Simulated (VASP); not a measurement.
Set up this calculation in VASP 6.6.1, as the native input.

```yaml
Task: single point
Functional: PBEsol
Potentials_or_basis: VASP PAW PBE potentials, release 64 (K_sv, Cl)
Cutoff: 520 eV
k_mesh: 7 × 7 × 7
Occupations: fermi-dirac, width 0.03 eV
Spin: no spin polarisation
Dipole_correction: no
Further_INCAR_settings: ALGO = Normal; EDIFF = 1e-06; NBANDS = 15
```

The structure of KCl lies in POSCAR:

```
KCl
1.0
    0.0000000000      3.1561000000      3.0929780000
    3.1561000000      0.0000000000      3.0929780000
    3.1561000000      3.1561000000      0.0000000000
K Cl
1 1
Direct
    0.0000000000      0.0000000000      0.0000000000
    0.5000000000      0.5000000000      0.5000000000
```

This cell differs from its parent crystal: zz strain of -2 %.

One way to write it, as run:

INCAR

```
SYSTEM = KCl
  ALGO = Normal
  EDIFF = 1E-6
  ENCUT = 520
  GGA = PS
  ISIF = 2
  ISMEAR = -1
  LASPH = .True.
  LCHARG = .False.
  LREAL = .False.
  LWAVE = .False.
  NBANDS = 15
  NELM = 60
  PREC = Accurate
  SIGMA = 0.03
```

KPOINTS

```
k-points
0
Gamma
  7 7 7
  0 0 0
```

Potentials or basis: VASP PAW PBE potentials, release 64 (K_sv, Cl).

Command:

```sh
$ cat potpaw_PBE.64/K_sv/POTCAR potpaw_PBE.64/Cl/POTCAR > POTCAR
$ mpirun -np 1 vasp_std > vasp.out
```

It gave:

| Property | Result |
| --- | --- |
| Pressure | -0.2 GPa |
| Band gap on the k mesh | 5.05 eV |

Caveat: the cell differs from its parent crystal (zz strain of -2 %); the PAW data sets were made with another functional, which shifts forces and pressure a little; an odd mesh through Γ misses points on the zone boundary, where band edges can lie.

It took 44 s on 1 thread of Intel Xeon 8259CL, on a shared host, peak memory 0.22 GiB.
